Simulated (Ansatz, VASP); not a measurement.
# One calculation of BN, two programs

File INCAR:

```
ALGO     = Normal         # electronic algorithm
EDIFF    = 1E-6           # SCF threshold, eV
ENCUT    = 520            # plane-wave cutoff, eV
GGA      = PS             # functional
ISIF     = 2              # what is computed and relaxed
ISMEAR   = 0              # smearing method
LASPH    = True           # aspherical terms in the spheres
LCHARG   = False          # write CHGCAR
LREAL    = False          # projectors in reciprocal space
LWAVE    = False          # write WAVECAR
NBANDS   = 16             # bands
NELM     = 100            # most SCF steps
PREC     = Accurate       # precision mode
SIGMA    = 0.05           # smearing width, eV
```

File KPOINTS:

```
k-points
0
Gamma
  12 12 4
```

The input POSCAR:

```
BN
1.0
    2.4882555352      0.1092499686      0.0829855694
   -1.1495145195      2.1811874628     -0.0533447479
    0.2325888263     -0.0383571146      6.8474207977
B N
2 2
Direct
    0.3361685311      0.6671823709      0.2510275840
    0.6624680241      0.3270224714      0.7504052183
    0.3298202887      0.6736781552      0.7511393355
    0.6715431561      0.3321170024      0.2474278622
```

Input for Ansatz:

```yaml
crystal:
  lattice:
    - [2.4882555352, 0.1092499686, 0.0829855694]
    - [-1.1495145195, 2.1811874628, -0.0533447479]
    - [0.2325888263, -0.0383571146, 6.8474207977]
  atoms:
    - { symbol: B, position: [0.3361685311, 0.6671823709, 0.251027584] }
    - { symbol: B, position: [0.6624680241, 0.3270224714, 0.7504052183] }
    - { symbol: "N", position: [0.3298202887, 0.6736781552, 0.7511393355] }
    - { symbol: "N", position: [0.6715431561, 0.3321170024, 0.2474278622] }
basis:
  ecutwfc: 420
kpoints:
  mp_grid: { grid: [12, 12, 4] }
hamiltonian:
  xc: pbesol
scf:
  occupations: { method: gaussian, width: 0.05 }
output:
  forces: true
  stress: true
  eigenvalues: true
```

Change from the starting cell: cell sheared at random, sigma 0.03, atoms nudged by 0.01 Å.

Alike in both runs: task single point; functional PBEsol; k mesh 12 × 12 × 4; occupations gaussian, width 0.05 eV; no spin polarisation.

```csv
,VASP,Ansatz
version,VASP 6.6.1,Ansatz 0.2.0
potentials or method,"VASP PAW PBE potentials, release 64 (B, N), cutoff 520 eV","scalar-relativistic, plane waves, PAW"
valence electrons in the cell,16,16
```

|  | VASP | Ansatz | Ansatz less VASP |
| --- | --- | --- | --- |
| gap on the k mesh at the Fermi level (eV) | 3.82 | 3.83 | +0.010 |
| least direct gap on the mesh (eV) | 4.34 | 4.35 | +0.006 |
| pressure (GPa) | -6.1 | -6.4 | -0.28 |
| traceless stress, the component that is largest in VASP (GPa) | -27.74 | -27.63 | +0.112 |
| rms of the force components (eV/Å) | 0.501 | 0.496 | -0.0043 |

VASP's potentials were made for PBE, not for PBEsol. Atom by atom the forces differ by 0.006 eV/Å (rms over components).
